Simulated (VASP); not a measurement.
# BN: single point with PBE

BN:

```
B N
1.0
     2.61786    0.00000    0.00000
    -1.30893    2.26714    0.00000
     0.00000    0.00000    4.33454
B N
2 2
Direct
  0.66667 0.33333 0.00000
  0.33333 0.66667 0.50000
  0.66667 0.33333 0.37500
  0.33333 0.66667 0.87500
```

```json
{
  "Program": "VASP 6.6.1",
  "Task": "single point",
  "Functional": "PBE",
  "Potentials or basis": "VASP PAW PBE potentials, release 64 (B, N)",
  "Cutoff": "600 eV",
  "k mesh": "12 × 12 × 6",
  "Occupations": "gaussian, width 0.01 eV",
  "Spin": "no spin polarisation"
}
```

The pressure is -24.4 GPa, the largest force is 0.023 eV/Å and the band gap on the k mesh is 5.33 eV, indirect (least direct gap 7.86 eV).

Forces in eV/Å, atoms in the order of the input:
```
B    0.000  0.000 -0.023
B    0.000  0.000 -0.023
N    0.000  0.000  0.023
N    0.000  0.000  0.023
```

Stress tensor (GPa, compression positive):
```
-23.97   0.00   0.00
  0.00 -23.97   0.00
  0.00   0.00 -25.12
```

Levels at points of the mesh, in eV from the valence-band top:
```csv
k point,band 5,band 6,band 7,band 8,band 9,band 10,band 11,band 12
"(0.00, 0.00, 0.00)",-1.94,-0.22,0.00,0.00,8.03,8.05,8.05,8.55
"(0.50, 0.00, 0.00)",-6.42,-4.56,-3.98,-1.95,6.42,7.70,10.19,10.59
"(0.00, 0.00, 0.50)",-1.07,-1.07,-1.07,-1.07,8.73,8.73,9.49,9.49
"(0.50, 0.00, 0.50)",-3.45,-3.45,-3.29,-3.29,6.27,6.27,9.46,9.46
```

Wall time 43 s on 1 thread of Intel(R) Xeon(R) Platinum 8259CL CPU @ 2.50GHz (Skylake/Cascade Lake), with other jobs on the host, peak memory 0.16 GiB.

A k mesh can miss the band edges. As with any semilocal functional, this PBE gap is likely too small.
